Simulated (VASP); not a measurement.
Se, 1 atom in the cell. It takes space group Pm-3m (No. 221, cubic). Conventional cell: a = 2.866 Å, b = 2.866 Å, c = 2.866 Å, α = 90.00°, β = 90.00°, γ = 90.00°. Within 3.8 Å of Se (site symmetry m-3m) lie 6 Se at 2.87 Å. This isn't the form of Se at room conditions, which is trigonal, of chains.

```yaml
Program: VASP 6.6.1
Task: relaxation of cell and atoms
Functional: r2SCAN
Potentials_or_basis: VASP PAW PBE potentials, release 64 (Se)
Cutoff: 600 eV
k_mesh: 11 × 11 × 11
Occupations: fermi-dirac, width 0.1 eV
Spin: no spin polarisation
Dipole_correction: no
Further_INCAR_settings: ALGO = Normal; EDIFF = 1e-06; IBRION = 2; EDIFFG = -0.01; NSW = 80; ISIF = 3
```

Potentials or basis: VASP PAW PBE potentials, release 64 (Se).

Launch:

```console
$ cat potpaw_PBE.64/Se/POTCAR > POTCAR
$ cp INCAR.step1 INCAR
$ mpirun -np 1 vasp_std > vasp.out
$ cp INCAR.step2 INCAR
$ mpirun -np 1 vasp_std > vasp.out
```

Hardware: 1 thread of Intel Xeon 8259CL, with other jobs on the host.

**Question.** How long does it take, and how much memory?

**Answer.** Run time: 60 s on 1 thread of Intel Xeon 8259CL, on a shared host, peak memory 0.15 GiB. Counts: k points 56, ion steps 3.
